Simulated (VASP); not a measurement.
Runs of VASP 6.6.1 on Cu. The structure is that of space group Fm-3m (No. 225), or close to it. The cells are those of the table. 

```tsv
cell	further INCAR settings	gap on the mesh (eV)	pressure (GPa)
a = 2.566 Å, angles 120.0, 120.0, 90.0°, 1 atom	ALGO = Fast; EDIFF = 1e-06; NBANDS = 12	none	(a)
a = 2.487 Å, angles 120.0, 120.0, 90.0°, 1 atom	ALGO = Fast; EDIFF = 1e-06; NBANDS = 12	none	17.8
a = 2.592 Å, angles 120.0, 120.0, 90.0°, 1 atom	ALGO = Fast; EDIFF = 1e-06; NBANDS = 12	none	-3.2
a = 2.540 Å, angles 120.0, 120.0, 90.0°, 1 atom	ALGO = Fast; EDIFF = 1e-07; NBANDS = 12	none	5.3
a = 2.514 Å, angles 120.0, 120.0, 90.0°, 1 atom	ALGO = Fast; EDIFF = 1e-07; NBANDS = 12	none	(b)
a = 2.459 Å, angles 120.0, 120.0, 90.0°, 1 atom	ALGO = Fast; EDIFF = 1e-07; NBANDS = 12	none	25.4
```

Alike in all rows: task single point; level PBE; potentials or basis VASP PAW PBE potentials, release 64 (Cu); no spin polarisation; k mesh 30 × 30 × 30; cutoff (eV) 520; smearing gaussian 0.1 eV.

Task: Fill in the values left out.

Result: (a) 0.5; (b) 11.2.

Caveats: the cell stands under pressure (at least some runs); the cell stands under tension (at least some runs).

A gap of «none» marks levels without a gap at the run's occupations.
